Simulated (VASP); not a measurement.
A run of VASP 6.6.1 is set up as follows.

Contents of INCAR:

```
PREC = Accurate
ENCUT = 520
EDIFF = 1E-6
ISMEAR = 0
SIGMA = 0.1
LREAL = F
LASPH = T
NELM = 80
ALGO = Normal
ISIF = 2
LWAVE = F
LCHARG = F
GGA = PE
NBANDS = 14
```

KPOINTS

```
regular mesh
0
Gamma
  14 14 14
```

POSCAR

```
AlNi
1.0
    2.8930835326      0.0000000000      0.0000000000
    0.0000000000      2.8930835326      0.0000000000
    0.0000000000      0.0000000000      2.8930835326
Al Ni
1 1
Direct
    0.0000000000      0.0000000000      0.0000000000
    0.5000000000      0.5000000000      0.5000000000
```

Potentials or basis: VASP PAW PBE potentials, release 64 (Al, Ni).

Launch:

```console
$ cat potpaw_PBE.64/Al/POTCAR potpaw_PBE.64/Ni/POTCAR > POTCAR
$ mpirun -np 1 vasp_std > vasp.out
```

Question: What does it give for the pressure?

Answer: 0.0 GPa.

Spin polarisation is off, so any magnetic state and its effect on volume and gap are missing.
